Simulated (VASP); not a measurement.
## Zn: single point with LDA

Crystal: Zn.

```
Zn
1.0
     2.59705    0.00000    0.00000
    -1.29853    2.24911    0.00000
     0.00000    0.00000    4.59519
Zn
2
Direct
  0.33333 0.66667 0.25000
  0.66667 0.33333 0.75000
```

```yaml
Program: VASP 6.6.1
Task: single point
Functional: LDA
Potentials_or_basis: VASP PAW LDA potentials, release 64 (Zn)
Cutoff: 520 eV
k_mesh: 17 × 17 × 8
Occupations: fermi-dirac, width 0.05 eV
Spin: no spin polarisation
```

```json
{
 "Pressure": "0.7 GPa",
 "Band gap on the k mesh": "zero (band 12 reaches 5.14 eV, above the bottom of band 13 at 1.47 eV)"
}
```

Stress tensor (GPa, compression positive):
```
0.85 0.00 0.00
0.00 0.85 0.00
0.00 0.00 0.55
```

Levels at points of the mesh, in eV from the Fermi level:
| k point | band 10 | band 11 | band 12 | band 13 | band 14 | band 15 |
| --- | --- | --- | --- | --- | --- | --- |
| (0.00, 0.00, 0.00) | -7.38 | -7.38 | -4.02 | -2.39 | 16.51 | 17.91 |
| (0.00, 0.00, 0.50) | -7.51 | -7.51 | -7.51 | 6.00 | 6.00 | 19.46 |

It took 23 s on 1 thread of Intel(R) Xeon(R) 6975P-C (Granite Rapids), with other jobs on the host, peak memory 0.17 GiB.
